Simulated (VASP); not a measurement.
A run of VASP 6.6.1:

File INCAR:

```
SYSTEM = Ca8H
PREC = Accurate
ENCUT = 520
EDIFF = 1E-6
ISMEAR = 0
SIGMA = 0.1
LREAL = .False.
LASPH = .True.
NELM = 100
ALGO = Normal
ISIF = 2
LWAVE = .False.
LCHARG = .True.
GGA = PE
LELF = .True.
LVHAR = .True.
NBANDS = 50
```

The input KPOINTS:

```
Automatic mesh
0
Gamma
  6 6 2
  0 0 0
```

Contents of POSCAR:

```
Ca8H
1.0
    7.7202382217     -0.0220302253     -0.0489546813
   -1.9395989227      3.3594838805      0.0000000000
   -0.0803439452     -0.0463865984     12.6836865264
Ca H
8 1
Direct
    0.0217797483      0.0217797483      0.0003096819
    0.5082736574      0.0082736574      0.0053781578
    0.1808730815      0.6808730815      0.2410825307
    0.6657750125      0.6657750125      0.2461748425
    0.0123138191      0.0123138191      0.4958356118
    0.5105057769      0.0105057769      0.4965375087
    0.3495529255      0.3495529255      0.7488068968
    0.8493072580      0.3493072580      0.7506150442
    0.3460631653      0.3460631653      0.1194263924
```

Potentials or basis: VASP PAW PBE potentials, release 64 (Ca_sv, H).

Launch:

```console
$ cat potpaw_PBE.64/Ca_sv/POTCAR potpaw_PBE.64/H/POTCAR > POTCAR
$ mpirun -np 1 vasp_std > vasp.out
```

Hardware: 1 thread of Intel(R) Xeon(R) 6975P-C (Granite Rapids), with other jobs on the host.

Question: Estimate the wall time of this run.

Answer: It took 5.3 min on 1 thread of Intel(R) Xeon(R) 6975P-C (Granite Rapids) (shared host), peak memory 0.65 GiB. Counts: scf iterations 15, k points 32.
